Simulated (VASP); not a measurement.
**Zr2Ta: relaxation of cell and atoms with PBE**

Crystal: Zr2Ta.

```
CELL_PARAMETERS angstrom
0.00000 3.30137 3.30137
3.30137 0.00000 3.30137
3.30137 3.30137 0.00000
ATOMIC_POSITIONS crystal
Zr 0.25000 0.25000 0.25000
Zr 0.75000 0.75000 0.75000
Ta 0.00000 0.00000 0.00000
```

```json
{
  "Program": "VASP 6.6.1",
  "Task": "relaxation of cell and atoms",
  "Functional": "PBE",
  "Potentials or basis": "VASP PAW PBE potentials, release 64 (Zr_sv, Ta_pv)",
  "Cutoff": "600 eV",
  "k mesh": "12 × 12 × 12",
  "Occupations": "gaussian, width 0.1 eV",
  "Spin": "no spin polarisation",
  "Dipole correction": "no",
  "Further INCAR settings": "ALGO = Fast; EDIFF = 1e-06; IBRION = 2; EDIFFG = -0.01; NSW = 100; ISIF = 3"
}
```

```
Relaxed volume                        : 24.08 Å³/atom
Relaxed cell                          : a = 4.675 Å, b = 4.675 Å, c = 4.675 Å, α = 60.00°, β = 60.00°, γ = 60.00°
Space group after relaxing (to 0.1 Å) : Fm-3m (No. 225)
Energy gained by relaxing             : 0.1 meV/atom
Ionic steps                           : 3
Pressure after relaxing               : 0.0 GPa
Band gap on the k mesh                : zero (an odd number of electrons rules out a gap without spin polarisation)
```

Step by step:
| step | energy change (eV) | largest force (eV/Å) | pressure (GPa) | volume (Å³) |
| --- | --- | --- | --- | --- |
| 1 | 0.0000 | 0.0000 | 0.34 | 71.96 |
| 2 | 0.0000 | 0.0000 | -0.33 | 72.50 |
| 3 | -0.0003 | 0.0000 | 0.00 | 72.23 |

Final structure:
```
CELL_PARAMETERS angstrom
0.00000 3.30539 3.30539
3.30539 0.00000 3.30539
3.30539 3.30539 0.00000
ATOMIC_POSITIONS crystal
Zr 0.25000 0.25000 0.25000
Zr 0.75000 0.75000 0.75000
Ta 0.00000 0.00000 0.00000
```

Levels at points of the mesh, in eV from the Fermi level:
```csv
k point,band 14,band 15,band 16,band 17,band 18,band 19,band 20,band 21
"(0.00, 0.00, 0.00)",-2.22,-0.67,-0.67,-0.67,0.18,0.18,0.18,4.58
"(0.50, 0.00, 0.00)",-1.09,-1.09,-0.91,-0.62,-0.62,0.54,0.54,1.83
"(0.50, 0.50, 0.00)",-2.08,-1.64,-0.48,-0.48,-0.34,1.25,1.95,1.95
```

Run time: 13 min on 1 thread of AMD EPYC 7R13, on a shared host, peak memory 0.31 GiB.

Caveat: spin-orbit coupling is left out, which moves the levels of the heavy elements.
